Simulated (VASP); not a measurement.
# Ga (Cmce) in VASP: notebook

The runs below take Ga through single point, with r2SCAN.

All numbers are computed with VASP 6.6.1; they aren't measurements. Logs are shortened: lines on timing, memory, paths and dates and some standing lists are left out, and cuts for length are marked.

### Step 1. The cell of the first run

It takes space group Cmce (No. 64, orthorhombic). Conventional cell: a = 4.583 Å, b = 7.762 Å, c = 4.584 Å, α = 90.00°, β = 90.00°, γ = 90.00°. Ga (site symmetry m) has 7 Ga at 2.52 to 2.83 Å within 3.3 Å.

### Step 2. Single point, r2SCAN

POSCAR reads:

```
Ga
1.0
    2.2912599917     -3.8809070963      0.0000000000
    2.2912599917      3.8809070963      0.0000000000
    0.0000000000      0.0000000000      4.5835331429
Ga
4
Direct
    0.3451000000      0.6549000000      0.4190000000
    0.1549000000      0.8451000000      0.9190000000
    0.6549000000      0.3451000000      0.5810000000
    0.8451000000      0.1549000000      0.0810000000
```

INCAR.step1 reads:

```
PREC     = Accurate       # precision mode
ENCUT    = 520            # plane-wave cutoff, eV
ISMEAR   = -1             # smearing method
SIGMA    = 0.05           # smearing width, eV
LREAL    = F              # projectors in reciprocal space
LASPH    = T              # aspherical terms in the spheres
NELM     = 60             # most SCF steps
NBANDS   = 34             # bands
GGA      = PE             # functional
ALGO     = Normal         # electronic algorithm
EDIFF    = 1E-4           # SCF threshold, eV
LWAVE    = T              # write WAVECAR
LCHARG   = F              # write CHGCAR
```

INCAR.step2 reads:

```
PREC     = Accurate       # precision mode
ENCUT    = 520            # plane-wave cutoff, eV
EDIFF    = 1E-7           # SCF threshold, eV
ISMEAR   = -1             # smearing method
SIGMA    = 0.05           # smearing width, eV
LREAL    = F              # projectors in reciprocal space
LASPH    = T              # aspherical terms in the spheres
NELM     = 60             # most SCF steps
ALGO     = Normal         # electronic algorithm
ISIF     = 2              # what is computed and relaxed
LWAVE    = F              # write WAVECAR
LCHARG   = T              # write CHGCAR
METAGGA  = R2SCAN         # meta-GGA
LMIXTAU  = T            
LELF     = T              # ELF
LVHAR    = T            
NBANDS   = 34             # bands
ISTART   = 1
```

KPOINTS reads:

```
Automatic mesh
0
Gamma
  7 7 6
```

Potentials or basis: VASP PAW PBE potentials, release 64 (Ga_d).

The run is started by

```bash
$ cat potpaw_PBE.64/Ga_d/POTCAR > POTCAR
$ cp INCAR.step1 INCAR
$ mpirun -np 1 vasp_std > vasp.out
$ cp INCAR.step2 INCAR
$ mpirun -np 1 vasp_std > vasp.out
```

OUTCAR:

```text
PREC = Accurate
   ENCUT = 520
   EDIFF = 1E-7
   ISMEAR = -1
   LREAL = F
   LASPH = T
   NELM = 60
   ISIF = 2
   METAGGA = R2SCAN
   ISTART = 1

 ion  position               nearest neighbor table
   1  0.345  0.655  0.419-   3 2.52   2 2.73   2 2.73   4 2.77   4 2.77   3 2.83   3 2.83
   2  0.155  0.845  0.919-   4 2.52   1 2.73   1 2.73   3 2.77   3 2.77   4 2.83   4 2.83
   3  0.655  0.345  0.581-   1 2.52   4 2.73   4 2.73   2 2.77   2 2.77   1 2.83   1 2.83
   4  0.845  0.155  0.081-   2 2.52   3 2.73   3 2.73   1 2.77   1 2.77   2 2.83   2 2.83

  LATTYP: Found a base centered orthorhombic cell.
 ALAT       =     4.5825199834
 B/A-ratio  =     1.6937873093
 C/A-ratio  =     1.0002210922

  Lattice vectors:

 A1 = (   2.2912599917,  -3.8809070963,   0.0000000000)
 A2 = (   2.2912599917,   3.8809070963,   0.0000000000)
 A3 = (   0.0000000000,   0.0000000000,   4.5835331429)

Analysis of symmetry for initial positions (statically):
=====================================================================
 Subroutine PRICEL returns:
 Original cell was already a primitive cell.

 Routine SETGRP: Setting up the symmetry group for a
 base centered orthorhombic supercell.

 Subroutine GETGRP returns: Found  8 space group operations
 (whereof  4 operations were pure point group operations)
 out of a pool of  8 trial point group operations.

The static configuration has the point symmetry C_2h.
 The point group associated with its full space group is D_2h.

Analysis of symmetry for dynamics (positions and initial velocities):
=====================================================================
 Subroutine PRICEL returns:
 Original cell was already a primitive cell.

 Routine SETGRP: Setting up the symmetry group for a
 base centered orthorhombic supercell.

 Subroutine GETGRP returns: Found  8 space group operations
 (whereof  4 operations were pure point group operations)
 out of a pool of  8 trial point group operations.

The dynamic configuration has the point symmetry C_2h.
 The point group associated with its full space group is D_2h.

 Subroutine INISYM returns: Found  8 space group operations
 (whereof  4 operations are pure point group operations),
 and found     1 'primitive' translations

----------------------------------------------------------------------------------------

                                     Primitive cell

[... 86 lines left out ...]
   ISTART =      1    job   : 0-new  1-cont  2-samecut
   ICHARG =      0    charge: 1-file 2-atom 10-const
   ISPIN  =      1    spin polarized calculation?
   LNONCOLLINEAR =      F non collinear calculations
   LSORBIT =      F    spin-orbit coupling
   LASPH  =      T    aspherical Exc in radial PAW
   ENCUT  =  520.0 eV  38.22 Ry    6.18 a.u.   8.38  8.38  8.52*2*pi/ulx,y,z
   NELM   =     60;   NELMIN=  2; NELMDL=  0     # of ELM steps
   EDIFF  = 0.1E-06   stopping-criterion for ELM
   LREAL  =      F    real-space projection
   EDIFFG = 0.1E-05   stopping-criterion for IOM
   NSW    =      0    number of steps for IOM
   IBRION =     -1    ionic relax: 0-MD 1-quasi-New 2-CG
   NFREE  =      0    steps in history (QN), initial steepest desc. (CG)
   ISIF   =      2    stress and relaxation
   ISYM   =      2    0-nonsym 1-usesym 2-fastsym
   POTIM  = 0.5000    time-step for ionic-motion
   TEBEG  =    0.0;   TEEND  =   0.0 temperature during run
   PSTRESS=    0.0 pullay stress
   NELECT =      52.0000    total number of electrons
   NUPDOWN=      -1.0000    fix difference up-down
   EMIN   =  10.00;   EMAX   =-10.00  energy-range for DOS
   EFERMI =   0.00;   METHOD = LEGACY
   ISMEAR =    -1;   SIGMA  =   0.05  broadening in eV -4-tet -1-fermi 0-gaus
   EFERMI_NEDOS =   21; number of points for ismear=-14 and -15
   IALGO  =     38    algorithm
   IMIX   =      4    mixing-type and parameters
     AMIX     =   0.40;   BMIX     =  1.00
     AMIX_MAG =   1.60;   BMIX_MAG =  1.00
  volume/ion in A,a.u.               =      20.38       137.52
  Fermi-wavevector in a.u.,A,eV,Ry     =   1.409278  2.663149 27.022041  1.986064
  Thomas-Fermi vector in A             =   2.531350
   LORBIT       =      0    0 simple, 1 ext, 2 COOP (PROOUT), +10 PAW based schemes
   METAGGA = R2SCAN    functional components
   LHFCALC =     F    Hartree Fock is set to
   AEXX    =    0.0000 exact exchange contribution
   IVDW    =     0    specifies the selected vdW correction
   LEPSILON=     F    determine dielectric tensor
   LRPA    =     F    only Hartree local field effects (RPA)
 non-spin polarized calculation
  energy-cutoff  :      520.00
  volume of cell :       81.52
 maximum number of plane-waves:      2230
 NGX is ok and might be reduce to    36
   NGX = 17   NGY = 17   NGZ = 17

 number of electron      51.9999997 magnetization

 Free energy of the ion-electron system (eV)
  ---------------------------------------------------
  ext. energy  EPLUGINS =         0.00000000
  ---------------------------------------------------
  free energy    TOTEN  =       -45.70866555 eV

  energy without entropy =      -45.70159435  energy(sigma->0) =      -45.70512995

 E-fermi :   4.6212     XC(G=0): -11.4352

 val. band max:        4.5765219820   @ k =  -0.2857   0.2857   0.1667
 cond. band min:       4.6470330066   @ k =  -0.2857   0.1429   0.1667
 fundamental gap:      0.0705110247
 Fermi energy:         4.6211838212

 k-point     1 :       0.0000    0.0000    0.0000
  band No.  band energies     occupation
      1     -11.0372      2.00000
      2     -11.0340      2.00000
      3     -11.0081      2.00000
      4     -10.9904      2.00000
      5     -10.9638      2.00000
      6     -10.9427      2.00000
[... 877 lines left out ...]
     33      12.1562      0.00000
     34      12.8735      0.00000

 [... further k-points ...]
[... 5 lines left out ...]
  --------------------------------------------------------------------------------------
  -------------------------------------------------------------------------------------
  Total       -2.0847581     -1.5440717     -1.2960369      0.0000000      0.0000000      0.0000000
  in kB      -40.9758768    -30.3486973    -25.4735786      0.0000000      0.0000000      0.0000000
  external PRESSURE =     -32.2660509 kB  Pullay stress =       0.0000000 kB

 VOLUME and BASIS-vectors are now :
 -----------------------------------------------------------------------------
  energy-cutoff  :      520.00
  volume of cell :       81.52
      direct lattice vectors                 reciprocal lattice vectors
     2.291259992 -3.880907096  0.000000000     0.218220543 -0.128835859  0.000000000
     2.291259992  3.880907096  0.000000000     0.218220543  0.128835859  0.000000000
     0.000000000  0.000000000  4.583533143     0.000000000  0.000000000  0.218172307

 POSITION                                       TOTAL-FORCE (eV/Angst)
 -----------------------------------------------------------------------------------
      2.29126      1.20231      1.92050         0.000000      0.123387     -0.042894
      2.29126      2.67860      4.21227         0.000000     -0.123387     -0.042894
      2.29126     -1.20231      2.66303         0.000000     -0.123387      0.042894
      2.29126     -2.67860      0.37127         0.000000      0.123387      0.042894
 -----------------------------------------------------------------------------------
    total drift:                               -0.000000     -0.000000      0.000000

  FREE ENERGIE OF THE ION-ELECTRON SYSTEM (eV)
  ---------------------------------------------------
  free  energy   TOTEN  =       -45.7086655525 eV

  energy  without entropy=      -45.7015943466  energy(sigma->0) =      -45.70512995
```

It took 3.9 min on 1 thread of Intel Xeon 6975P-C (Granite Rapids), shared host; peak memory 0.29 GiB.

Results:

```
Free energy            : -45.7087 eV
Pressure               : -3.2 GPa
Largest force          : 0.131 eV/Å
Band gap on the k mesh : zero (band 26 reaches 4.94 eV, above the bottom of band 27 at 3.74 eV)
```

Forces in eV/Å, atoms in the order of the input:
```
Ga   0.000  0.123 -0.043
Ga   0.000 -0.123 -0.043
Ga   0.000 -0.123  0.043
Ga   0.000  0.123  0.043
```

Stress tensor (GPa, compression positive):
```
-4.10  0.00  0.00
 0.00 -3.03  0.00
 0.00  0.00 -2.55
```

Levels at points of the mesh, in eV from the Fermi level:
| k point | band 23 | band 24 | band 25 | band 26 | band 27 | band 28 | band 29 | band 30 |
| --- | --- | --- | --- | --- | --- | --- | --- | --- |
| (0.00, 0.00, 0.00) | -3.85 | -1.87 | -1.81 | -0.89 | 0.91 | 1.01 | 1.09 | 5.13 |
| (0.00, 0.00, 0.50) | -0.28 | -0.28 | -0.10 | -0.10 | -0.06 | -0.06 | 2.10 | 2.10 |

Caveat: the PAW data sets were made with another functional, which shifts forces and pressure a little.

### Step 3. Single point, r2SCAN

This run uses another cell than the first one, of 20.77 Å³/atom, 1.019 times its volume.

POSCAR reads:

```
Ga
1.0
    2.3058543979     -3.9056269163      0.0000000000
    2.3058543979      3.9056269163      0.0000000000
    0.0000000000      0.0000000000      4.6127284086
Ga
4
Direct
    0.3451000000      0.6549000000      0.4190000000
    0.1549000000      0.8451000000      0.9190000000
    0.6549000000      0.3451000000      0.5810000000
    0.8451000000      0.1549000000      0.0810000000
```

INCAR.step1 reads:

```
PREC = Accurate ; ENCUT = 520
ISMEAR = -1 ; SIGMA = 0.05
LREAL = F ; LASPH = T
NELM = 100 ; NBANDS = 34
GGA = PE ; ALGO = Normal
EDIFF = 1E-4 ; LWAVE = T
LCHARG = F
```

INCAR.step2 reads:

```
PREC = Accurate ; ENCUT = 520
EDIFF = 1E-6 ; ISMEAR = -1
SIGMA = 0.05 ; LREAL = F
LASPH = T ; NELM = 100
ALGO = Normal ; ISIF = 2
LWAVE = F ; LCHARG = F
METAGGA = R2SCAN ; LMIXTAU = T
NBANDS = 34 ; ISTART = 1
```

KPOINTS is that of step 2.

Potentials or basis: VASP PAW PBE potentials, release 64 (Ga_d).

The run is started by

```bash
$ cat potpaw_PBE.64/Ga_d/POTCAR > POTCAR
$ cp INCAR.step1 INCAR
$ mpirun -np 1 vasp_std > vasp.out
$ cp INCAR.step2 INCAR
$ mpirun -np 1 vasp_std > vasp.out
```

OUTCAR:

```text
PREC = Accurate
   ENCUT = 520
   EDIFF = 1E-6
   ISMEAR = -1
   LREAL = F
   LASPH = T
   NELM = 100
   ISIF = 2
   METAGGA = R2SCAN
   ISTART = 1

 ion  position               nearest neighbor table
   1  0.345  0.655  0.419-   3 2.53   2 2.74   2 2.74   4 2.78   4 2.78   3 2.84   3 2.84
   2  0.155  0.845  0.919-   4 2.53   1 2.74   1 2.74   3 2.78   3 2.78   4 2.84   4 2.84
   3  0.655  0.345  0.581-   1 2.53   4 2.74   4 2.74   2 2.78   2 2.78   1 2.84   1 2.84
   4  0.845  0.155  0.081-   2 2.53   3 2.74   3 2.74   1 2.78   1 2.78   2 2.84   2 2.84

[... 1092 lines left out ...]
  --------------------------------------------------------------------------------------
  -------------------------------------------------------------------------------------
  Total       -2.4869838     -2.0361533     -1.7737815      0.0000000     -0.0000000      0.0000000
  in kB      -47.9593208    -39.2654466    -34.2058349      0.0000000     -0.0000000      0.0000000
  external PRESSURE =     -40.4768674 kB  Pullay stress =       0.0000000 kB

 VOLUME and BASIS-vectors are now :
 -----------------------------------------------------------------------------
  energy-cutoff  :      520.00
  volume of cell :       83.08
      direct lattice vectors                 reciprocal lattice vectors
     2.305854398 -3.905626916  0.000000000     0.216839364 -0.128020420  0.000000000
     2.305854398  3.905626916  0.000000000     0.216839364  0.128020420  0.000000000
     0.000000000  0.000000000  4.612728409     0.000000000  0.000000000  0.216791433

 POSITION                                       TOTAL-FORCE (eV/Angst)
 -----------------------------------------------------------------------------------
      2.30585      1.20996      1.93273         0.000000      0.122292     -0.041572
      2.30585      2.69566      4.23910         0.000000     -0.122292     -0.041572
      2.30585     -1.20996      2.68000         0.000000     -0.122292      0.041572
      2.30585     -2.69566      0.37363         0.000000      0.122292      0.041572
 -----------------------------------------------------------------------------------
    total drift:                               -0.000000     -0.000000      0.000000

  FREE ENERGIE OF THE ION-ELECTRON SYSTEM (eV)
  ---------------------------------------------------
  free  energy   TOTEN  =       -45.6726176703 eV

  energy  without entropy=      -45.6649146091  energy(sigma->0) =      -45.66876614
```

OSZICAR.step1:

```text
N       E                     dE             d eps       ncg     rms          rms(c)
DAV:   1     0.359764874304E+03    0.35976E+03   -0.25553E+04  4488   0.284E+03
DAV:   2     0.328145825371E+02   -0.32695E+03   -0.31942E+03  4472   0.535E+02
DAV:   3    -0.102834677975E+02   -0.43098E+02   -0.42606E+02  4938   0.151E+02
DAV:   4    -0.116650819256E+02   -0.13816E+01   -0.13732E+01  5078   0.298E+01
DAV:   5    -0.116935648584E+02   -0.28483E-01   -0.28474E-01  5380   0.446E+00    0.233E+00
DAV:   6    -0.116255100796E+02    0.68055E-01   -0.18090E-01  5562   0.555E+00    0.129E+00
DAV:   7    -0.116132809348E+02    0.12229E-01   -0.52879E-02  6100   0.243E+00    0.296E-01
DAV:   8    -0.116125948897E+02    0.68605E-03   -0.12982E-02  4684   0.122E+00    0.462E-02
DAV:   9    -0.116127605746E+02   -0.16568E-03   -0.10314E-03  4806   0.322E-01    0.242E-02
DAV:  10    -0.116127670846E+02   -0.65100E-05   -0.17280E-04  3246   0.146E-01
   1 F= -.11612767E+02 E0= -.11607642E+02  d E =-.102510E-01
```

Run time: 3.5 min. Hardware: 1 thread of Intel Xeon 6975P-C (Granite Rapids), shared host; peak memory 0.29 GiB.

Results:

| Quantity | Value |
| --- | --- |
| Free energy | -45.6726 eV |
| Pressure | -4.0 GPa |
| Largest force | 0.129 eV/Å |
| Band gap on the k mesh | zero (band 26 reaches 4.77 eV, above the bottom of band 27 at 3.59 eV) |

Forces on the atoms (eV/Å):
```
Ga   0.000  0.122 -0.042
Ga   0.000 -0.122 -0.042
Ga   0.000 -0.122  0.042
Ga   0.000  0.122  0.042
```

Caveat: the PAW data sets were made with another functional, which shifts forces and pressure a little.
